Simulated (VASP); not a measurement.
# La2O3 (P-62m) in VASP: single point with PBEsol

Aim: the single point of La2O3 with PBEsol.

Everything below comes from runs of VASP 6.6.1. Logs are shortened: lines on timing, memory, paths and dates and some standing lists are left out, and cuts for length are marked.

## (1) The cell of the first run

The structure is hexagonal, space group P-62m (No. 189). Conventional cell: a = 6.267 Å, b = 6.267 Å, c = 3.300 Å, α = 90.00°, β = 90.00°, γ = 120.00°. Within 3.2 Å of La (site symmetry -6) lie 6 O at 2.45 Å. Within 3.2 Å of O (site symmetry m2m) lie 4 La at 2.45 Å and 4 O at 3.13 Å.

## (2) Single point, PBEsol

INCAR

```
SYSTEM = La2O3
PREC = Accurate ; ENCUT = 600
EDIFF = 1E-6 ; ISMEAR = 0
SIGMA = 0.01 ; LREAL = .False.
LASPH = .True. ; NELM = 200
ALGO = Normal ; ISIF = 2
LWAVE = .False. ; LCHARG = .False.
GGA = PS ; NBANDS = 28
GGA_COMPAT = .False. ; LMAXMIX = 6
```

KPOINTS

```
regular mesh
0
Gamma
  4 4 6
  0 0 0
```

POSCAR

```
La2O3
1.0
    6.2667800000      0.0000000000      0.0000000000
   -3.1333900000      5.4271900000      0.0000000000
    0.0000000000      0.0000000000      3.2997700000
La O
2 3
Direct
    0.3333333333      0.6666666667      0.5000000000
    0.6666666667      0.3333333333      0.5000000000
    0.4919900000      0.4919900000      0.0000000000
    0.0000000000      0.5080100000      0.0000000000
    0.5080100000      0.0000000000      0.0000000000
```

Potentials or basis: VASP PAW PBE potentials, release 64 (La, O).

Command:

```bash
$ cat potpaw_PBE.64/La/POTCAR potpaw_PBE.64/O/POTCAR > POTCAR
$ mpirun -np 1 vasp_std > vasp.out
```

OUTCAR:

```text
SYSTEM = La2O3
   PREC = Accurate
   ENCUT = 600
   EDIFF = 1E-6
   ISMEAR = 0
   LREAL = .False.
   LASPH = .True.
   NELM = 200
   ISIF = 2
   GGA = PS

 ion  position               nearest neighbor table
   1  0.333  0.667  0.500-   5 2.45   5 2.45   3 2.45   3 2.45   4 2.45   4 2.45   2 3.62   2 3.62
                             2 3.62
   2  0.667  0.333  0.500-   5 2.45   5 2.45   4 2.45   4 2.45   3 2.45   3 2.45   1 3.62   1 3.62
                             1 3.62
   3  0.492  0.492  0.000-   1 2.45   1 2.45   2 2.45   2 2.45
   4  0.000  0.508  0.000-   2 2.45   2 2.45   1 2.45   1 2.45
   5  0.508  0.000  0.000-   2 2.45   2 2.45   1 2.45   1 2.45

  LATTYP: Found a hexagonal cell.
 ALAT       =     6.2667800000
 C/A-ratio  =     0.5265495198

  Lattice vectors:

 A1 = (   6.2667800000,   0.0000000000,   0.0000000000)
 A2 = (  -3.1333900000,   5.4271900000,   0.0000000000)
 A3 = (   0.0000000000,   0.0000000000,   3.2997700000)

Analysis of symmetry for initial positions (statically):
=====================================================================
 Subroutine PRICEL returns:
 Original cell was already a primitive cell.

 Routine SETGRP: Setting up the symmetry group for a
 hexagonal supercell.

 Subroutine GETGRP returns: Found 12 space group operations
 (whereof 12 operations were pure point group operations)
 out of a pool of 24 trial point group operations.

The static configuration has the point symmetry D_3h.

Analysis of symmetry for dynamics (positions and initial velocities):
=====================================================================
 Subroutine PRICEL returns:
 Original cell was already a primitive cell.

 Routine SETGRP: Setting up the symmetry group for a
 hexagonal supercell.

 Subroutine GETGRP returns: Found 12 space group operations
 (whereof 12 operations were pure point group operations)
 out of a pool of 24 trial point group operations.

The dynamic configuration has the point symmetry D_3h.

 Subroutine INISYM returns: Found 12 space group operations
 (whereof 12 operations are pure point group operations),
 and found     1 'primitive' translations

----------------------------------------------------------------------------------------

                                     Primitive cell

  volume of cell :     112.2285

  direct lattice vectors                    reciprocal lattice vectors
     6.266780000  0.000000000  0.000000000     0.159571582  0.092128707  0.000000000
    -3.133390000  5.427190000  0.000000000     0.000000000  0.184257415  0.000000000
     0.000000000  0.000000000  3.299770000     0.000000000  0.000000000  0.303051425

  length of vectors
     6.266780000  6.266779411  3.299770000     0.184257398  0.184257415  0.303051425

  position of ions in fractional coordinates (direct lattice)
     0.333333333  0.666666667  0.500000000
     0.666666667  0.333333333  0.500000000
     0.491990000  0.491990000  0.000000000
     0.000000000  0.508010000  0.000000000
     0.508010000  0.000000000  0.000000000

  ion indices of the primitive-cell ions
   primitive index   ion index
                 1           1
                 2           2
                 3           3
                 4           4
                 5           5

----------------------------------------------------------------------------------------

 KPOINTS: regular mesh

Automatic generation of k-mesh.
 Grid dimensions read from file:
 generate k-points for:    4    4    6

 Generating k-lattice:

  Cartesian coordinates                     Fractional coordinates (reciprocal lattice)
     0.039892896  0.023032177  0.000000000     0.250000000  0.000000000  0.000000000
     0.000000000  0.046064354  0.000000000     0.000000000  0.250000000  0.000000000
     0.000000000  0.000000000  0.050508571     0.000000000  0.000000000  0.166666667

  Length of vectors
     0.046064349  0.046064354  0.050508571

  Shift w.r.t. Gamma in fractional coordinates (k-lattice)
     0.000000000  0.000000000  0.000000000

 Subroutine IBZKPT returns following result:
 ===========================================

 Found     16 irreducible k-points:

 Following reciprocal coordinates:
            Coordinates               Weight
  0.000000  0.000000  0.000000      1.000000
  0.250000  0.000000  0.000000      6.000000
  0.500000  0.000000  0.000000      3.000000
  0.250000  0.250000  0.000000      6.000000
  0.000000  0.000000  0.166667      2.000000
  0.250000  0.000000  0.166667     12.000000
[... 8 lines left out ...]
  0.500000  0.000000  0.500000      3.000000
  0.250000  0.250000  0.500000      6.000000
   k-points           NKPTS =     16   k-points in BZ     NKDIM =     16   number of bands    NBANDS=     28
   number of dos      NEDOS =    301   number of ions     NIONS =      5
   total plane-waves  NPLWV =  70000
   dimension x,y,z NGX =    50 NGY =   50 NGZ =   28
   dimension x,y,z NGXF=   100 NGYF=  100 NGZF=   56
   ions per type =               2   3
   NGX,Y,Z   is equivalent  to a cutoff of  13.26, 13.26, 14.11 a.u.
   NGXF,Y,Z  is equivalent  to a cutoff of  26.53, 26.53, 28.21 a.u.
 SYSTEM =  La2O3
   PREC   = accura    normal or accurate (medium, high low for compatibility)
   ISTART =      0    job   : 0-new  1-cont  2-samecut
   ICHARG =      2    charge: 1-file 2-atom 10-const
   ISPIN  =      1    spin polarized calculation?
   LNONCOLLINEAR =      F non collinear calculations
   LSORBIT =      F    spin-orbit coupling
   LASPH  =      T    aspherical Exc in radial PAW
   ENCUT  =  600.0 eV  44.10 Ry    6.64 a.u.  12.52 12.52  6.59*2*pi/ulx,y,z
   NELM   =    200;   NELMIN=  2; NELMDL= -5     # of ELM steps
   EDIFF  = 0.1E-05   stopping-criterion for ELM
   LREAL  =      F    real-space projection
   EDIFFG = 0.1E-04   stopping-criterion for IOM
   NSW    =      0    number of steps for IOM
   IBRION =     -1    ionic relax: 0-MD 1-quasi-New 2-CG
   NFREE  =      0    steps in history (QN), initial steepest desc. (CG)
   ISIF   =      2    stress and relaxation
   ISYM   =      2    0-nonsym 1-usesym 2-fastsym
   POTIM  = 0.5000    time-step for ionic-motion
   TEBEG  =    0.0;   TEEND  =   0.0 temperature during run
   PSTRESS=    0.0 pullay stress
   NELECT =      40.0000    total number of electrons
   NUPDOWN=      -1.0000    fix difference up-down
   EMIN   =  10.00;   EMAX   =-10.00  energy-range for DOS
   EFERMI =   0.00;   METHOD = LEGACY
   ISMEAR =     0;   SIGMA  =   0.01  broadening in eV -4-tet -1-fermi 0-gaus
   EFERMI_NEDOS =   21; number of points for ismear=-14 and -15
   IALGO  =     38    algorithm
   IMIX   =      4    mixing-type and parameters
     AMIX     =   0.40;   BMIX     =  1.00
     AMIX_MAG =   1.60;   BMIX_MAG =  1.00
  volume/ion in A,a.u.               =      22.45       151.47
  Fermi-wavevector in a.u.,A,eV,Ry     =   1.160719  2.193441 18.330704  1.347269
  Thomas-Fermi vector in A             =   2.297299
   LORBIT       =      0    0 simple, 1 ext, 2 COOP (PROOUT), +10 PAW based schemes
   GGA     = PS    functional components
   LHFCALC =     F    Hartree Fock is set to
   AEXX    =    0.0000 exact exchange contribution
   IVDW    =     0    specifies the selected vdW correction
   LEPSILON=     F    determine dielectric tensor
   LRPA    =     F    only Hartree local field effects (RPA)
 non-spin polarized calculation
 Gauss-broadening in eV      SIGMA  =   0.01
  energy-cutoff  :      600.00
  volume of cell :      112.23
 maximum number of plane-waves:      3781
   NGX = 25   NGY = 25   NGZ = 13

 number of electron      40.0000012 magnetization

 Free energy of the ion-electron system (eV)
  ---------------------------------------------------
  ext. energy  EPLUGINS =         0.00000000
  ---------------------------------------------------
  free energy    TOTEN  =       -42.44725979 eV

  energy without entropy =      -42.44725979  energy(sigma->0) =      -42.44725979

 E-fermi :   3.4131     XC(G=0):  -8.4809

 val. band max:        3.2847349072   @ k =   0.0000   0.0000   0.5000
 cond. band min:       4.7492920690   @ k =   0.0000   0.0000   0.0000
 fundamental gap:      1.4645571618
 Fermi energy:         3.4130680454

 k-point     1 :       0.0000    0.0000    0.0000
  band No.  band energies     occupation
      1     -27.2192      2.00000
      2     -26.9902      2.00000
      3     -14.1716      2.00000
      4     -14.1716      2.00000
      5     -12.4964      2.00000
      6     -10.7530      2.00000
[... 20 lines left out ...]
     27       8.1740      0.00000
     28       8.1914      0.00000

 k-point     2 :       0.2500    0.0000    0.0000
  band No.  band energies     occupation
      1     -27.1910      2.00000
      2     -27.0204      2.00000
      3     -14.1800      2.00000
      4     -14.0197      2.00000
      5     -12.8266      2.00000
      6     -10.7118      2.00000
[... 20 lines left out ...]
     27       8.1915      0.00000
     28       8.2006      0.00000

 k-point     3 :       0.5000    0.0000    0.0000
  band No.  band energies     occupation
      1     -27.1448      2.00000
      2     -27.0685      2.00000
      3     -14.1883      2.00000
      4     -13.7619      2.00000
      5     -13.2203      2.00000
      6     -10.6691      2.00000
[... 20 lines left out ...]
     27       8.2127      0.00000
     28       8.2382      0.00000

 k-point     4 :       0.2500    0.2500    0.0000
  band No.  band energies     occupation
      1     -27.1448      2.00000
      2     -27.0685      2.00000
      3     -14.1929      2.00000
      4     -13.7494      2.00000
      5     -13.2302      2.00000
      6     -10.6498      2.00000
[... 330 lines left out ...]
     27       7.9298      0.00000
     28       7.9793      0.00000

 k-point    15 :       0.5000    0.0000    0.5000
  band No.  band energies     occupation
      1     -26.8214      2.00000
      2     -26.7645      2.00000
      3     -14.4742      2.00000
      4     -13.9271      2.00000
      5     -12.7037      2.00000
      6     -11.2585      2.00000
[... 20 lines left out ...]
     27       8.0005      0.00000
     28       8.1713      0.00000

 k-point    16 :       0.2500    0.2500    0.5000
  band No.  band energies     occupation
      1     -26.8214      2.00000
      2     -26.7645      2.00000
      3     -14.4744      2.00000
      4     -13.9267      2.00000
      5     -12.7042      2.00000
      6     -11.2714      2.00000
[... 20 lines left out ...]
     27       8.0342      0.00000
     28       8.1529      0.00000

------------------------ aborting loop because EDIFF is reached ----------------------------------------

  FORCE on cell =-STRESS in cart. coord.  units (eV):
  Direction    XX          YY          ZZ          XY          YZ          ZX
  --------------------------------------------------------------------------------------
  -------------------------------------------------------------------------------------
  Total       -0.0032253     -0.0032253     -2.6951985     -0.0000000      0.0000000      0.0000000
  in kB       -0.0460439     -0.0460438    -38.4767339     -0.0000000      0.0000000      0.0000000
  external PRESSURE =     -12.8562739 kB  Pullay stress =       0.0000000 kB

 VOLUME and BASIS-vectors are now :
 -----------------------------------------------------------------------------
  energy-cutoff  :      600.00
  volume of cell :      112.23
      direct lattice vectors                 reciprocal lattice vectors
     6.266780000  0.000000000  0.000000000     0.159571582  0.092128707  0.000000000
    -3.133390000  5.427190000  0.000000000     0.000000000  0.184257415  0.000000000
     0.000000000  0.000000000  3.299770000     0.000000000  0.000000000  0.303051425

 POSITION                                       TOTAL-FORCE (eV/Angst)
 -----------------------------------------------------------------------------------
     -0.00000      3.61813      1.64989         0.000000     -0.000000      0.000000
      3.13339      1.80906      1.64989         0.000000      0.000000      0.000000
      1.54160      2.67012      0.00000         0.030875      0.053477      0.000000
     -1.59179      2.75707      0.00000         0.030875     -0.053477      0.000000
      3.18359      0.00000      0.00000        -0.061750      0.000000      0.000000
 -----------------------------------------------------------------------------------
    total drift:                                0.000002      0.000000     -0.000000

  FREE ENERGIE OF THE ION-ELECTRON SYSTEM (eV)
  ---------------------------------------------------
  free  energy   TOTEN  =       -42.4472597914 eV

  energy  without entropy=      -42.4472597914  energy(sigma->0) =      -42.44725979
```

Run time: 89 s. Hardware: 1 thread of Intel Xeon 6975P-C, shared host; peak memory 0.28 GiB.

Results:

```
Free energy            : -42.4473 eV
Pressure               : -1.3 GPa
Largest force          : 0.062 eV/Å
Band gap on the k mesh : 1.46 eV, indirect (least direct gap 1.98 eV)
```

Forces on the atoms (eV/Å):
```
La   0.000  0.000  0.000
La   0.000  0.000  0.000
O    0.031  0.053  0.000
O    0.031 -0.053  0.000
O   -0.062  0.000  0.000
```

Stress tensor (GPa, compression positive):
```
 0.00  0.00  0.00
 0.00  0.00  0.00
 0.00  0.00 -3.85
```

Levels at points of the mesh, in eV from the valence-band top:
| k point | band 18 | band 19 | band 20 | band 21 | band 22 | band 23 |
| --- | --- | --- | --- | --- | --- | --- |
| (0.00, 0.00, 0.00) | -1.03 | -0.73 | -0.51 | 1.46 | 3.50 | 4.01 |
| (0.50, 0.00, 0.00) | -1.19 | -1.16 | -0.97 | 2.62 | 3.51 | 4.31 |
| (0.00, 0.00, 0.50) | -1.20 | -0.34 | 0.00 | 4.34 | 4.37 | 4.39 |
| (0.50, 0.00, 0.50) | -1.42 | -0.69 | -0.65 | 4.31 | 4.44 | 4.45 |

Caveat: the PAW data sets were made with another functional, which shifts forces and pressure a little; spin-orbit coupling is left out, which moves the levels of the heavy elements. Expect the measured gap to be larger: semilocal functionals such as PBEsol lack the derivative discontinuity.
